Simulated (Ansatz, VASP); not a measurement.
One calculation of AlP5, two programs

```
Al P
1.0
     4.76428    0.00000    0.00000
    -2.38214    4.12599    0.00000
     0.00000    0.00000    4.96259
Al P
1 5
Direct
  0.00000 0.00000 0.00000
  0.50000 0.00000 0.50000
  0.50000 0.50000 0.50000
  0.00000 0.50000 0.50000
  0.33333 0.66667 0.00000
  0.66667 0.33333 0.00000
```

Change from the starting cell: species swapped into the GdRh5 type (P6/mmm, No. 191).

Alike in both runs: functional PBE; k mesh 12 × 12 × 10; occupations gaussian, width 0.1 eV; no spin polarisation.

Ansatz relaxed the structure, and its values are those at the end. VASP's run is a single point on that final structure, the one shown.

|  | VASP | Ansatz |
| --- | --- | --- |
| version | VASP 6.6.1 | Ansatz 0.2.0 |
| potentials or method | VASP PAW PBE potentials, release 64 (Al, P), cutoff 520 eV | scalar-relativistic, plane waves, PAW |
| valence electrons in the cell | 28 | 28 |

VASP gave:

```
gap on the k mesh at the Fermi level (eV) : none
pressure (GPa)                            : -0.2
```

Question: What did Ansatz give for the same quantities?

Answer: gap on the k mesh at the Fermi level (eV): none; pressure (GPa): 0.0.

A gap of «none» marks a metal or a gap that the smearing closes.
